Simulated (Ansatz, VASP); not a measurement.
One calculation of AlCo, two programs

INCAR

```
SYSTEM = AlCo
ALGO = Fast
EDIFF = 1E-6
ENCUT = 520
GGA = PS
ISIF = 2
ISMEAR = 0
LASPH = .TRUE.
LCHARG = .FALSE.
LREAL = .FALSE.
LWAVE = .FALSE.
NBANDS = 13
NELM = 100
PREC = Accurate
SIGMA = 0.15
```

File KPOINTS:

```
k-points
0
G
  22 22 22
  0 0 0
```

POSCAR

```
AlCo
1.0
    2.9637148128      0.0000000000      0.0000000000
    0.0000000000      2.9637148128      0.0000000000
    0.0000000000      0.0000000000      2.8225855360
Al Co
1 1
Direct
    0.0000000000      0.0000000000      0.0000000000
    0.5000000000      0.5000000000      0.5000000000
```

Input for Ansatz:

```yaml
crystal:
  lattice:
    - [2.9637148128, 0.0, 0.0]
    - [0.0, 2.9637148128, 0.0]
    - [0.0, 0.0, 2.822585536]
  atoms:
    - { symbol: Al, position: [0.0, 0.0, 0.0] }
    - { symbol: Co, position: [0.5, 0.5, 0.5] }
basis:
  ecutwfc: 420
kpoints:
  mp_grid: { grid: [22, 22, 22] }
hamiltonian:
  xc: pbesol
scf:
  occupations: { method: gaussian, width: 0.15 }
output:
  forces: true
  stress: true
  eigenvalues: true
```

Change from the starting cell: strain +0.050 along x and y, +0.000 along z, atoms carried along.

Alike in both runs: task single point; functional PBEsol; k mesh 22 × 22 × 22; occupations gaussian, width 0.15 eV; no spin polarisation.

|  | VASP | Ansatz |
| --- | --- | --- |
| version | VASP 6.6.1 | Ansatz 0.2.0 |
| potentials or method | VASP PAW PBE potentials, release 64 (Al, Co), cutoff 520 eV | scalar-relativistic, plane waves, PAW |
| valence electrons in the cell | 12 | 20 |

```csv
,VASP,Ansatz,Ansatz less VASP
gap on the k mesh at the Fermi level (eV),none,none,-
pressure (GPa),-15.0,-15.0,-0.05
"traceless stress, the component that is largest in VASP (GPa)",5.02,5.00,-0.012
```

VASP's potentials were made for PBE, not for PBEsol. A gap of «none» marks a metal or a gap that the smearing closes. VASP's potentials hold 12 valence electrons a cell and Ansatz's 20, so a difference there can come from the potentials and not from the codes.
